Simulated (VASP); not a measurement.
# RbBr (Pm) in VASP: a series of runs

The runs below take RbBr through single point, with PBEsol.

All numbers are computed with VASP 6.6.1; they aren't measurements. Logs are shortened: lines on timing, memory, paths and dates and some standing lists are left out, and cuts for length are marked.

**1. The cell of the first run**

It takes space group Pm (No. 6, monoclinic). Conventional cell: a = 4.070 Å, b = 4.070 Å, c = 4.070 Å, α = 90.00°, β = 90.00°, γ = 90.00°. Within 4.0 Å of Rb (site symmetry m) lie 6 Br at 3.06 to 3.67 Å. Within 4.0 Å of Br (site symmetry m) lie 6 Rb at 3.06 to 3.67 Å.

**2. Single point, PBEsol (mode 5 frozen in at -0.259 Å and mode 6 at -0.173 Å (largest displacements))**

INCAR reads:

```
SYSTEM = RbBr
PREC = Accurate
ENCUT = 520
EDIFF = 1E-6
ISMEAR = 0
SIGMA = 0.05
LREAL = .FALSE.
LASPH = .TRUE.
NELM = 80
ALGO = Normal
ISIF = 2
LWAVE = .FALSE.
LCHARG = .TRUE.
GGA = PS
LELF = .TRUE.
LVHAR = .TRUE.
NBANDS = 15
```

KPOINTS reads:

```
Automatic mesh
0
G
  6 6 6
  0 0 0
```

POSCAR reads:

```
RbBr
1.0
    4.0701688540      0.0000000000      0.0000000000
    0.0000000000      4.0701688540      0.0000000000
    0.0000000000      0.0000000000      4.0701688540
Rb Br
1 1
Direct
    0.0000000000     -0.0595372219     -0.0396914813
    0.5000000000      0.5636828616      0.5424552411
```

Potentials or basis: VASP PAW PBE potentials, release 64 (Rb_sv, Br).

Started as:

```bash
$ cat potpaw_PBE.64/Rb_sv/POTCAR potpaw_PBE.64/Br/POTCAR > POTCAR
$ mpirun -np 1 vasp_std > vasp.out
```

OUTCAR:

```text
SYSTEM = RbBr
   PREC = Accurate
   ENCUT = 520
   EDIFF = 1E-6
   ISMEAR = 0
   LREAL = .FALSE.
   LASPH = .TRUE.
   NELM = 80
   ISIF = 2
   GGA = PS

 ion  position               nearest neighbor table
   1  0.000  0.940  0.960-   2 3.06   2 3.06   2 3.48   2 3.48   2 3.67   2 3.67   2 4.02   2 4.02

   2  0.500  0.564  0.542-   1 3.06   1 3.06   1 3.48   1 3.48   1 3.67   1 3.67   1 4.02   1 4.02

  LATTYP: Found a simple cubic cell.
 ALAT       =     4.0701688540

  Lattice vectors:

 A1 = (   4.0701688540,   0.0000000000,   0.0000000000)
 A2 = (   0.0000000000,   4.0701688540,   0.0000000000)
 A3 = (   0.0000000000,   0.0000000000,   4.0701688540)

Analysis of symmetry for initial positions (statically):
=====================================================================
 Subroutine PRICEL returns:
 Original cell was already a primitive cell.

 Routine SETGRP: Setting up the symmetry group for a
 simple cubic supercell.

 Subroutine GETGRP returns: Found  2 space group operations
 (whereof  2 operations were pure point group operations)
 out of a pool of 48 trial point group operations.

The static configuration has the point symmetry C_1h.

Analysis of symmetry for dynamics (positions and initial velocities):
=====================================================================
 Subroutine PRICEL returns:
 Original cell was already a primitive cell.

 Routine SETGRP: Setting up the symmetry group for a
 simple cubic supercell.

 Subroutine GETGRP returns: Found  2 space group operations
 (whereof  2 operations were pure point group operations)
 out of a pool of 48 trial point group operations.

The dynamic configuration has the point symmetry C_1h.

 Subroutine INISYM returns: Found  2 space group operations
 (whereof  2 operations are pure point group operations),
 and found     1 'primitive' translations

----------------------------------------------------------------------------------------

                                     Primitive cell

  volume of cell :      67.4275

  direct lattice vectors                    reciprocal lattice vectors
     4.070168854  0.000000000  0.000000000     0.245690053  0.000000000  0.000000000
     0.000000000  4.070168854  0.000000000     0.000000000  0.245690053  0.000000000
     0.000000000  0.000000000  4.070168854     0.000000000  0.000000000  0.245690053

  length of vectors
     4.070168854  4.070168854  4.070168854     0.245690053  0.245690053  0.245690053

  position of ions in fractional coordinates (direct lattice)
     0.000000000  0.940462778  0.960308519
     0.500000000  0.563682862  0.542455241

[... 82 lines left out ...]
   ISIF   =      2    stress and relaxation
   ISYM   =      2    0-nonsym 1-usesym 2-fastsym
   POTIM  = 0.5000    time-step for ionic-motion
   TEBEG  =    0.0;   TEEND  =   0.0 temperature during run
   PSTRESS=    0.0 pullay stress
   NELECT =      16.0000    total number of electrons
   NUPDOWN=      -1.0000    fix difference up-down
   EMIN   =  10.00;   EMAX   =-10.00  energy-range for DOS
   EFERMI =   0.00;   METHOD = LEGACY
   ISMEAR =     0;   SIGMA  =   0.05  broadening in eV -4-tet -1-fermi 0-gaus
   EFERMI_NEDOS =   21; number of points for ismear=-14 and -15
   IALGO  =     38    algorithm
   IMIX   =      4    mixing-type and parameters
     AMIX     =   0.40;   BMIX     =  1.00
     AMIX_MAG =   1.60;   BMIX_MAG =  1.00
  volume/ion in A,a.u.               =      33.71       227.51
  Fermi-wavevector in a.u.,A,eV,Ry     =   1.013528  1.915290 13.976434  1.027239
  Thomas-Fermi vector in A             =   2.146702
   LORBIT       =      0    0 simple, 1 ext, 2 COOP (PROOUT), +10 PAW based schemes
   GGA     = PS    functional components
   LHFCALC =     F    Hartree Fock is set to
   AEXX    =    0.0000 exact exchange contribution
   IVDW    =     0    specifies the selected vdW correction
   LEPSILON=     F    determine dielectric tensor
   LRPA    =     F    only Hartree local field effects (RPA)
 non-spin polarized calculation
 Gauss-broadening in eV      SIGMA  =   0.05
  energy-cutoff  :      520.00
  volume of cell :       67.43
 maximum number of plane-waves:      1856
   NGX = 15   NGY = 15   NGZ = 15

 number of electron      16.0000000 magnetization

 Free energy of the ion-electron system (eV)
  ---------------------------------------------------
  ext. energy  EPLUGINS =         0.00000000
  ---------------------------------------------------
  free energy    TOTEN  =        -6.09210109 eV

  energy without entropy =       -6.09210109  energy(sigma->0) =       -6.09210109

 E-fermi :  -0.3835     XC(G=0):  -8.2329

 val. band max:       -0.6723038093   @ k =   0.5000   0.0000   0.5000
 cond. band min:       3.4719651215   @ k =   0.0000   0.0000   0.0000
 fundamental gap:      4.1442689308
 Fermi energy:        -0.3834572822

 k-point     1 :       0.0000    0.0000    0.0000
  band No.  band energies     occupation
      1     -25.4445      2.00000
      2     -13.3776      2.00000
      3      -9.4719      2.00000
      4      -9.4397      2.00000
      5      -9.4210      2.00000
      6      -0.9387      2.00000
      7      -0.8011      2.00000
      8      -0.7964      2.00000
      9       3.4720      0.00000
     10       4.9299      0.00000
     11       5.4789      0.00000
     12       9.2914      0.00000
     13       9.7295      0.00000
     14       9.7951      0.00000
[... 401 lines left out ...]
      2     -13.3391      2.00000
      3      -9.6713      2.00000
      4      -9.4526      2.00000
      5      -9.3979      2.00000
      6      -2.2614      2.00000
      7      -1.0906      2.00000
      8      -0.8729      2.00000
      9       5.9106      0.00000
     10       6.3708      0.00000
     11       7.1531      0.00000
     12       8.1216      0.00000
     13       8.3269      0.00000
     14       9.5595      0.00000
     15      10.3842      0.00000

 [... further k-points ...]
[... 5 lines left out ...]
  --------------------------------------------------------------------------------------
  -------------------------------------------------------------------------------------
  Total        1.3081348      0.7507152      0.9655171      0.0000000      0.8386898      0.0000000
  in kB       31.0832067     17.8380977     22.9421056      0.0000000     19.9285028      0.0000000
  external PRESSURE =      23.9544700 kB  Pullay stress =       0.0000000 kB

 VOLUME and BASIS-vectors are now :
 -----------------------------------------------------------------------------
  energy-cutoff  :      520.00
  volume of cell :       67.43
      direct lattice vectors                 reciprocal lattice vectors
     4.070168854  0.000000000  0.000000000     0.245690053  0.000000000  0.000000000
     0.000000000  4.070168854  0.000000000     0.000000000  0.245690053  0.000000000
     0.000000000  0.000000000  4.070168854     0.000000000  0.000000000  0.245690053

 POSITION                                       TOTAL-FORCE (eV/Angst)
 -----------------------------------------------------------------------------------
      0.00000      3.82784      3.90862         0.000000      0.645828      0.575985
      2.03508      2.29428      2.20788         0.000000     -0.645828     -0.575985
 -----------------------------------------------------------------------------------
    total drift:                                0.000000      0.000088      0.000005

  FREE ENERGIE OF THE ION-ELECTRON SYSTEM (eV)
  ---------------------------------------------------
  free  energy   TOTEN  =        -6.0921010902 eV

  energy  without entropy=       -6.0921010902  energy(sigma->0) =       -6.09210109
```

Run time: 64 s. Hardware: 1 thread of Intel Xeon Platinum 8259CL at 2.50GHz (Skylake/Cascade Lake), shared host; peak memory 0.22 GiB.

Results:

| Item | Value |
| --- | --- |
| Free energy | -6.0921 eV |
| Pressure | 2.4 GPa |
| Largest force | 0.865 eV/Å |
| Band gap on the k mesh | 4.14 eV, indirect (least direct gap 4.27 eV) |

Forces on the atoms (eV/Å):
```
Rb   0.000  0.646  0.576
Br   0.000 -0.646 -0.576
```

Caveat: the cell differs from its parent crystal (mode 5 frozen in at -0.259 Å and mode 6 at -0.173 Å (largest displacements)); the PAW data sets were made with another functional, which shifts forces and pressure a little. A k mesh can miss the band edges.

**3. Single point, PBEsol (mode 5 frozen in at -0.346 Å and mode 6 at -0.259 Å (largest displacements))**

INCAR reads:

```
SYSTEM = RbBr
  PREC = Accurate
  ENCUT = 520
  EDIFF = 1E-7
  ISMEAR = 0
  SIGMA = 0.05
  LREAL = .FALSE.
  LASPH = .TRUE.
  NELM = 80
  ALGO = Normal
  ISIF = 2
  LWAVE = .FALSE.
  LCHARG = .FALSE.
  GGA = PS
  NBANDS = 15
```

KPOINTS reads:

```
regular mesh
0
G
  6 6 6
  0 0 0
```

POSCAR reads:

```
RbBr
1.0
    4.0701688540      0.0000000000      0.0000000000
    0.0000000000      4.0701688540      0.0000000000
    0.0000000000      0.0000000000      4.0701688540
Rb Br
1 1
Direct
    0.0000000000     -0.0793829626     -0.0595372219
    0.5000000000      0.5849104822      0.5636828616
```

Potentials or basis: VASP PAW PBE potentials, release 64 (Rb_sv, Br).

Started as:

```bash
$ cat potpaw_PBE.64/Rb_sv/POTCAR potpaw_PBE.64/Br/POTCAR > POTCAR
$ mpirun -np 1 vasp_std > vasp.out
```

Run time: 58 s. Hardware: 1 thread of Intel Xeon Platinum 8259CL at 2.50GHz (Skylake/Cascade Lake), shared host; peak memory 0.22 GiB.

Results (log left out):

```
Free energy            : -5.7996 eV
Pressure               : 5.0 GPa
Largest force          : 1.675 eV/Å
Band gap on the k mesh : 4.16 eV, indirect (least direct gap 4.30 eV)
```

Forces on the atoms (eV/Å):
```
Rb   0.000  1.173  1.196
Br   0.000 -1.173 -1.196
```

Stress tensor (GPa, compression positive):
```
7.19 0.00 0.00
0.00 3.37 3.91
0.00 3.91 4.30
```

Levels at points of the mesh, in eV from the valence-band top:
```tsv
k point	band 5	band 6	band 7	band 8	band 9	band 10	band 11	band 12
(0.00, 0.00, 0.00)	-8.63	-0.39	-0.19	-0.15	4.16	5.82	6.68	9.93
(0.50, 0.00, 0.00)	-8.62	-1.61	-0.22	-0.09	6.43	6.71	7.23	7.34
(0.00, 0.50, 0.00)	-8.62	-1.71	-0.27	-0.15	6.35	7.16	8.05	8.79
(0.00, 0.00, 0.50)	-8.61	-1.72	-0.36	-0.09	6.38	6.86	7.97	8.49
(0.50, 0.50, 0.00)	-8.62	-1.02	-0.99	-0.09	5.57	6.62	8.17	8.38
(0.00, 0.50, 0.50)	-8.64	-1.18	-1.04	-0.25	5.41	6.53	8.05	8.90
(0.50, 0.00, 0.50)	-8.63	-0.96	-0.91	-0.02	5.59	6.84	8.20	8.29
(0.50, 0.50, 0.50)	-8.95	-1.42	-1.09	-1.01	7.30	7.36	8.45	9.80
```

Caveat: the cell differs from its parent crystal (mode 5 frozen in at -0.346 Å and mode 6 at -0.259 Å (largest displacements)); the PAW data sets were made with another functional, which shifts forces and pressure a little. A k mesh can miss the band edges.
